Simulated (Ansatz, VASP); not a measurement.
## CaSe in VASP and in Ansatz

```
Ca Se
1.0
     0.00000    2.95600    2.95600
     2.95600    0.00000    2.95600
     2.95600    2.95600    0.00000
Ca Se
1 1
Direct
  0.00000 0.00000 0.00000
  0.50000 0.50000 0.50000
```

Alike in both runs: task single point; functional PBE; k mesh 7 × 7 × 7; occupations fermi-dirac, width 0.01 eV; no spin polarisation.

|  | VASP | Ansatz |
| --- | --- | --- |
| version | VASP 6.6.1 | Ansatz 0.2.0 |
| potentials or method | VASP PAW PBE potentials, release 64 (Ca_sv, Se), cutoff 520 eV | all-electron LAPW, non-relativistic |

VASP gave:

| Property | Result |
| --- | --- |
| gap on the k mesh at the Fermi level (eV) | 2.08 |
| pressure (GPa) | 1.3 |

Task: Which values does Ansatz return?

Result: gap on the k mesh at the Fermi level (eV): 2.07; pressure (GPa): 1.5.

Ansatz ran all-electron here, and VASP with PAW potentials.
